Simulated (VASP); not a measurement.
A run of VASP 6.6.1:

INCAR

```
SYSTEM = HfB2
ALGO = Normal
EDIFF = 1E-6
ENCUT = 500
GGA = PE
GGA_COMPAT = .False.
ISIF = 2
ISMEAR = -1
LASPH = .True.
LCHARG = .False.
LREAL = .False.
LWAVE = .False.
NBANDS = 15
NELM = 120
PREC = Accurate
SIGMA = 0.05
```

KPOINTS

```
k-points
0
Gamma
  7 7 6
  0 0 0
```

File POSCAR:

```
HfB2
1.0
    3.1671926389      0.0000000000      0.0000000000
   -1.5835963194      2.7428692840      0.0000000000
    0.0000000000      0.0000000000      3.5077837566
Hf B
1 2
Direct
    0.0000000000      0.0000000000      0.0000000000
    0.3333333333      0.6666666667      0.5000000000
    0.6666666667      0.3333333333      0.5000000000
```

Potentials or basis: VASP PAW PBE potentials, release 64 (Hf_pv, B).

Launch:

```sh
$ cat potpaw_PBE.64/Hf_pv/POTCAR potpaw_PBE.64/B/POTCAR > POTCAR
$ mpirun -np 1 vasp_std > vasp.out
```

Hardware: 1 thread of Intel(R) Xeon(R) 6975P-C (Granite Rapids), on a shared host.

Q: Estimate the wall time of this run.

A: It took 6.2 s on 1 thread of Intel(R) Xeon(R) 6975P-C (Granite Rapids), on a shared host, peak memory 0.14 GiB. Counts: scf iterations 13, k points 32.
